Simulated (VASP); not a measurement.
Set up this calculation in VASP 6.6.1, as the native input.

```
Task                               : single point
Functional                         : HSE06
Potentials or basis                : VASP PAW PBE potentials, release 64 (Ca_sv)
Cutoff                             : 520 eV
k mesh                             : 6 × 6 × 6
Occupations                        : fermi-dirac, width 0.1 eV
Spin                               : no spin polarisation
Dipole correction                  : no
Grid for exact exchange (PRECFOCK) : Normal
Further INCAR settings             : ALGO = Normal; EDIFF = 1e-06; NBANDS = 11
Share of exact exchange            : 0.25
Screening parameter                : 0.2079 1/Å
```

Crystal: Ca.

```
CELL_PARAMETERS angstrom
0.00000 2.79632 2.79632
2.79632 0.00000 2.79632
2.79632 2.79632 0.00000
ATOMIC_POSITIONS crystal
Ca 0.00000 0.00000 0.00000
```

These files were run (other wordings do the same):

POSCAR

```
Ca
1.0
    0.0000000000      2.7963199545      2.7963199545
    2.7963199545      0.0000000000      2.7963199545
    2.7963199545      2.7963199545      0.0000000000
Ca
1
Direct
    0.0000000000      0.0000000000      0.0000000000
```

INCAR.step1

```
ALGO = Normal ; EDIFF = 1E-5
ENCUT = 520 ; GGA = PE
ISIF = 2 ; ISMEAR = -1
LASPH = T ; LCHARG = F
LREAL = F ; LWAVE = T
NBANDS = 11 ; NELM = 80
PREC = Accurate ; SIGMA = 0.1
```

INCAR.step2

```
ALGO = Normal ; EDIFF = 1E-6
ENCUT = 520 ; GGA = PE
HFSCREEN = 0.2079 ; ISIF = 2
ISMEAR = -1 ; ISTART = 1
LASPH = T ; LCHARG = F
LHFCALC = T ; LREAL = F
LWAVE = F ; NBANDS = 11
NELM = 80 ; PREC = Accurate
PRECFOCK = Normal ; SIGMA = 0.1
```

KPOINTS

```
k-points
0
Gamma
  6 6 6
```

Potentials or basis: VASP PAW PBE potentials, release 64 (Ca_sv).

Launch:

```sh
$ cat potpaw_PBE.64/Ca_sv/POTCAR > POTCAR
$ cp INCAR.step1 INCAR
$ mpirun -np 1 vasp_std > vasp.out
$ cp INCAR.step2 INCAR
$ mpirun -np 1 vasp_std > vasp.out
```

Results of the run:

```
Pressure               : 0.0 GPa
Band gap on the k mesh : zero (bands 5 and 6 overlap by 0.56 eV)
```

Caveat: the PAW data sets were made with another functional, which shifts forces and pressure a little.

It took 22 min on 1 thread of Intel(R) Xeon(R) Platinum 8259CL CPU @ 2.50GHz (Skylake/Cascade Lake) (shared host), peak memory 0.29 GiB.
